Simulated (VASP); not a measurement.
# Be2ZnTe2O (Cmmm) in VASP: single point with PBE

Aim: the single point of Be2ZnTe2O with PBE.

Program: VASP 6.6.1. These are calculated values, not measurements. Logs are shortened: lines on timing, memory, paths and dates and some standing lists are left out, and cuts for length are marked.

## Step 1: The cell of the first run

Symmetry: Cmmm, No. 65, orthorhombic system. Conventional cell: a = 5.363 Å, b = 8.928 Å, c = 4.320 Å, α = 90.00°, β = 90.00°, γ = 90.00°. Within 3.4 Å of Be (site symmetry 2/m) lie 2 O at 2.60 Å and 4 Te at 2.66 Å and 2 Be at 2.68 Å and 4 Zn at 3.38 Å. Within 3.9 Å of Zn (site symmetry mmm) lie 6 Te at 3.00 to 3.06 Å and 8 Be at 3.38 Å and 4 O at 3.44 Å. Te (site symmetry m2m) has 2 O at 2.61 Å and 4 Be at 2.66 Å and 3 Te at 2.93 to 3.09 Å and 3 Zn at 3.00 to 3.06 Å within 3.4 Å. O (site symmetry mmm) has 4 Be at 2.60 Å and 4 Te at 2.61 Å within 3.4 Å.

## Step 2: Single point, PBE

INCAR

```
SYSTEM = Be2ZnTe2O
PREC     = Accurate       ! precision mode
ENCUT    = 520            ! plane-wave cutoff, eV
EDIFF    = 1E-6           ! SCF threshold, eV
ISMEAR   = 0              ! smearing method
SIGMA    = 0.1            ! smearing width, eV
LREAL    = .False.        ! projectors in reciprocal space
LASPH    = .True.         ! aspherical terms in the spheres
NELM     = 60             ! most SCF steps
ALGO     = Normal         ! electronic algorithm
ISIF     = 2              ! what is computed and relaxed
LWAVE    = .False.        ! write WAVECAR
LCHARG   = .False.        ! write CHGCAR
GGA      = PE             ! functional
NBANDS   = 26             ! bands
```

KPOINTS

```
regular mesh
0
Gamma
  4 4 4
  0 0 0
```

POSCAR

```
Be2ZnTe2O
1.0
    2.6815017300     -4.4641850100      0.0000000000
    2.6815017300      4.4641850100      0.0000000000
    0.0000000000      0.0000000000      4.3197135600
Be Zn Te O
2 1 2 1
Direct
    0.5000000000      0.0000000000      0.5000000000
    0.0000000000      0.5000000000      0.5000000000
    0.0000000000      0.0000000000      0.0000000000
    0.6641809900      0.3358190100      0.0000000000
    0.3358190100      0.6641809900      0.0000000000
    0.5000000000      0.5000000000      0.5000000000
```

Potentials or basis: VASP PAW PBE potentials, release 64 (Be, Zn, Te, O).

Launch:

```console
> cat potpaw_PBE.64/Be/POTCAR potpaw_PBE.64/Zn/POTCAR potpaw_PBE.64/Te/POTCAR potpaw_PBE.64/O/POTCAR > POTCAR
> mpirun -np 1 vasp_std > vasp.out
```

OUTCAR:

```text
SYSTEM = Be2ZnTe2O
   PREC = Accurate
   ENCUT = 520
   EDIFF = 1E-6
   ISMEAR = 0
   LREAL = .False.
   LASPH = .True.
   NELM = 60
   ISIF = 2
   GGA = PE

 ion  position               nearest neighbor table
   1  0.500  0.000  0.500-   4 2.66   5 2.66   4 2.66   5 2.66
   2  0.000  0.500  0.500-   4 2.66   5 2.66   4 2.66   5 2.66
   3  0.000  0.000  0.000-   4 3.00   5 3.00   4 3.06   5 3.06   4 3.06   5 3.06
   4  0.664  0.336  0.000-   6 2.61   6 2.61   1 2.66   1 2.66   2 2.66   2 2.66   5 2.93   3 3.00
                             3 3.06   3 3.06   5 3.09   5 3.09
   5  0.336  0.664  0.000-   6 2.61   6 2.61   1 2.66   1 2.66   2 2.66   2 2.66   4 2.93   3 3.00
                             3 3.06   3 3.06   4 3.09   4 3.09
   6  0.500  0.500  0.500-   4 2.61   5 2.61   4 2.61   5 2.61

  LATTYP: Found a base centered orthorhombic cell.
 ALAT       =     5.3630034600
 B/A-ratio  =     1.6648078053
 C/A-ratio  =     0.8054653688

  Lattice vectors:

 A1 = (   2.6815017300,  -4.4641850100,   0.0000000000)
 A2 = (   2.6815017300,   4.4641850100,   0.0000000000)
 A3 = (   0.0000000000,   0.0000000000,   4.3197135600)

Analysis of symmetry for initial positions (statically):
=====================================================================
 Subroutine PRICEL returns:
 Original cell was already a primitive cell.

 Routine SETGRP: Setting up the symmetry group for a
 base centered orthorhombic supercell.

 Subroutine GETGRP returns: Found  8 space group operations
 (whereof  8 operations were pure point group operations)
 out of a pool of  8 trial point group operations.

The static configuration has the point symmetry D_2h.

Analysis of symmetry for dynamics (positions and initial velocities):
=====================================================================
 Subroutine PRICEL returns:
 Original cell was already a primitive cell.

 Routine SETGRP: Setting up the symmetry group for a
 base centered orthorhombic supercell.

 Subroutine GETGRP returns: Found  8 space group operations
 (whereof  8 operations were pure point group operations)
 out of a pool of  8 trial point group operations.

The dynamic configuration has the point symmetry D_2h.

 Subroutine INISYM returns: Found  8 space group operations
 (whereof  8 operations are pure point group operations),
 and found     1 'primitive' translations

----------------------------------------------------------------------------------------

                                     Primitive cell

  volume of cell :     103.4202

[... 96 lines left out ...]
   IBRION =     -1    ionic relax: 0-MD 1-quasi-New 2-CG
   NFREE  =      0    steps in history (QN), initial steepest desc. (CG)
   ISIF   =      2    stress and relaxation
   ISYM   =      2    0-nonsym 1-usesym 2-fastsym
   POTIM  = 0.5000    time-step for ionic-motion
   TEBEG  =    0.0;   TEEND  =   0.0 temperature during run
   PSTRESS=    0.0 pullay stress
   NELECT =      34.0000    total number of electrons
   NUPDOWN=      -1.0000    fix difference up-down
   EMIN   =  10.00;   EMAX   =-10.00  energy-range for DOS
   EFERMI =   0.00;   METHOD = LEGACY
   ISMEAR =     0;   SIGMA  =   0.10  broadening in eV -4-tet -1-fermi 0-gaus
   EFERMI_NEDOS =   21; number of points for ismear=-14 and -15
   IALGO  =     38    algorithm
   IMIX   =      4    mixing-type and parameters
     AMIX     =   0.40;   BMIX     =  1.00
     AMIX_MAG =   1.60;   BMIX_MAG =  1.00
  volume/ion in A,a.u.               =      17.24       116.32
  Fermi-wavevector in a.u.,A,eV,Ry     =   1.129881  2.135166 17.369622  1.276631
  Thomas-Fermi vector in A             =   2.266576
   LORBIT       =      0    0 simple, 1 ext, 2 COOP (PROOUT), +10 PAW based schemes
   GGA     = PE    functional components
   LHFCALC =     F    Hartree Fock is set to
   AEXX    =    0.0000 exact exchange contribution
   IVDW    =     0    specifies the selected vdW correction
   LEPSILON=     F    determine dielectric tensor
   LRPA    =     F    only Hartree local field effects (RPA)
 non-spin polarized calculation
 Gauss-broadening in eV      SIGMA  =   0.10
  energy-cutoff  :      520.00
  volume of cell :      103.42
 maximum number of plane-waves:      2798
 NGX is ok and might be reduce to    40
   NGX = 19   NGY = 19   NGZ = 17

 number of electron      33.9999997 magnetization

 Free energy of the ion-electron system (eV)
  ---------------------------------------------------
  ext. energy  EPLUGINS =         0.00000000
  ---------------------------------------------------
  free energy    TOTEN  =       -16.00652133 eV

  energy without entropy =      -15.99521447  energy(sigma->0) =      -16.00086790

 E-fermi :   6.3833     XC(G=0): -10.1342

 val. band max:        6.3739656363   @ k =   0.5000   0.2500   0.0000
 cond. band min:       6.3883603349   @ k =   0.5000   0.0000   0.0000
 fundamental gap:      0.0143946987
 Fermi energy:         6.3833055983

 k-point     1 :       0.0000    0.0000    0.0000
  band No.  band energies     occupation
      1     -11.1506      2.00000
      2      -7.1872      2.00000
      3      -4.2452      2.00000
      4      -1.1435      2.00000
      5      -1.0165      2.00000
      6      -0.7293      2.00000
[... 598 lines left out ...]
     25      12.1131      0.00000
     26      12.2830      0.00000

------------------------ aborting loop because EDIFF is reached ----------------------------------------

  FORCE on cell =-STRESS in cart. coord.  units (eV):
  Direction    XX          YY          ZZ          XY          YZ          ZX
  --------------------------------------------------------------------------------------
  -------------------------------------------------------------------------------------
  Total        3.1709640      2.0664162     -0.0663614     -0.0000000      0.0000000      0.0000000
  in kB       49.1243349     32.0127633     -1.0280653     -0.0000000      0.0000000      0.0000000
  external PRESSURE =      26.7030110 kB  Pullay stress =       0.0000000 kB

 VOLUME and BASIS-vectors are now :
 -----------------------------------------------------------------------------
  energy-cutoff  :      520.00
  volume of cell :      103.42
      direct lattice vectors                 reciprocal lattice vectors
     2.681501730 -4.464185010  0.000000000     0.186462680 -0.112002527  0.000000000
     2.681501730  4.464185010  0.000000000     0.186462680  0.112002527  0.000000000
     0.000000000  0.000000000  4.319713560     0.000000000  0.000000000  0.231496831

 POSITION                                       TOTAL-FORCE (eV/Angst)
 -----------------------------------------------------------------------------------
      1.34075     -2.23209      2.15986         0.000000      0.000000      0.000000
      1.34075      2.23209      2.15986         0.000000      0.000000      0.000000
      0.00000      0.00000      0.00000        -0.000000      0.000000      0.000000
      2.68150     -1.46587      0.00000         0.000000      0.233070      0.000000
      2.68150      1.46587      0.00000         0.000000     -0.233070      0.000000
      2.68150      0.00000      2.15986         0.000000     -0.000000      0.000000
 -----------------------------------------------------------------------------------
    total drift:                                0.000000      0.000000     -0.000000

  FREE ENERGIE OF THE ION-ELECTRON SYSTEM (eV)
  ---------------------------------------------------
  free  energy   TOTEN  =       -16.0065213296 eV

  energy  without entropy=      -15.9952144750  energy(sigma->0) =      -16.00086790
```

stdout:

```text
POSCAR found type information on POSCAR BeZnTeO
 POSCAR found :  4 types and       6 ions
 scaLAPACK will be used
 LDA part: xc-table for (Slater+PW92), standard interpolation
 POSCAR, INCAR and KPOINTS ok, starting setup
 FFT: planning ... GRIDC
 FFT: planning ... GRID_SOFT
 FFT: planning ... GRID
 WAVECAR not read
 entering main loop
```

Wall time 47 s (1 thread of AMD EPYC 7R13 (Zen 3), shared host); peak memory 0.22 GiB.

Results:

```yaml
Free_energy: -16.0065 eV
Pressure: 2.7 GPa
Largest_force: 0.233 eV/Å
Band_gap_on_the_k_mesh: zero (band 17 reaches 6.61 eV, above the bottom of band 18 at 5.79 eV)
```

Forces in eV/Å, atoms in the order of the input:
```
Be   0.000  0.000  0.000
Be   0.000  0.000  0.000
Zn   0.000  0.000  0.000
Te   0.000  0.233  0.000
Te   0.000 -0.233  0.000
O    0.000  0.000  0.000
```

Caveat: the k points lie up to 0.36 Å⁻¹ apart; spin-orbit coupling is left out, which moves the levels of the heavy elements.
